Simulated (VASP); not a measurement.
Wanted: the native input for a VASP 6.6.1 run.

```yaml
Task: single point
Functional: BHLYP
Potentials_or_basis: VASP PAW PBE potentials, release 64 (Sb_d_GW, Ga_d)
Cutoff: 400 eV
k_mesh: 4 × 4 × 4
Occupations: fermi-dirac, width 0.05 eV
Spin: no spin polarisation
Dipole_correction: no
Grid_for_exact_exchange_PRECFOCK: Normal
Further_INCAR_settings: ALGO = Normal; EDIFF = 1e-06; NBANDS = 21
Share_of_exact_exchange: 0.5
```

The system is GaSb.

```xyz
2
Lattice="0.0000 3.0993 3.0993 3.0993 0.0000 3.0993 3.0993 3.0993 0.0000" Properties=species:S:1:pos:R:3 pbc="T T T"
Sb    4.6489    4.6489    4.6489
Ga    0.0000    0.0000    0.0000
```

These files were run (other wordings do the same):

POSCAR

```
GaSb
1.0
    0.0000000000      3.0992546163      3.0992546163
    3.0992546163      0.0000000000      3.0992546163
    3.0992546163      3.0992546163      0.0000000000
Sb Ga
1 1
Direct
    0.7500000000      0.7500000000      0.7500000000
    0.0000000000      0.0000000000      0.0000000000
```

INCAR.step1

```
PREC = Accurate
ENCUT = 400
EDIFF = 1E-5
ISMEAR = -1
SIGMA = 0.05
LREAL = False
LASPH = True
NELM = 120
ALGO = Normal
ISIF = 2
LWAVE = True
LCHARG = False
NBANDS = 21
GGA = PE
GGA_COMPAT = False
```

INCAR.step2

```
PREC = Accurate
ENCUT = 400
EDIFF = 1E-6
ISMEAR = -1
SIGMA = 0.05
LREAL = False
LASPH = True
NELM = 120
ALGO = Normal
ISIF = 2
LWAVE = False
LCHARG = False
GGA = B5
LHFCALC = True
AEXX = 0.5
ALDAX = 0.5
AGGAX = 0.5
AGGAC = 1.0
ALDAC = 0.0
PRECFOCK = Normal
NBANDS = 21
ISTART = 1
GGA_COMPAT = False
```

KPOINTS

```
regular mesh
0
Gamma
  4 4 4
```

Potentials or basis: VASP PAW PBE potentials, release 64 (Sb_d_GW, Ga_d).

Command:

```sh
$ cat potpaw_PBE.64/Sb_d_GW/POTCAR potpaw_PBE.64/Ga_d/POTCAR > POTCAR
$ cp INCAR.step1 INCAR
$ mpirun -np 1 vasp_std > vasp.out
$ cp INCAR.step2 INCAR
$ mpirun -np 1 vasp_std > vasp.out
```

Results of the run:

- Pressure: -1.0 GPa
- Band gap on the k mesh: 2.69 eV

Caveat: the k points lie up to 0.44 Å⁻¹ apart; the PAW data sets were made with another functional, which shifts forces and pressure a little; spin-orbit coupling is left out, which moves the levels of the heavy elements.

Wall time 15 min on 1 thread of Intel(R) Xeon(R) Platinum 8259CL CPU @ 2.50GHz (Skylake/Cascade Lake), with other jobs on the host, peak memory 0.19 GiB.
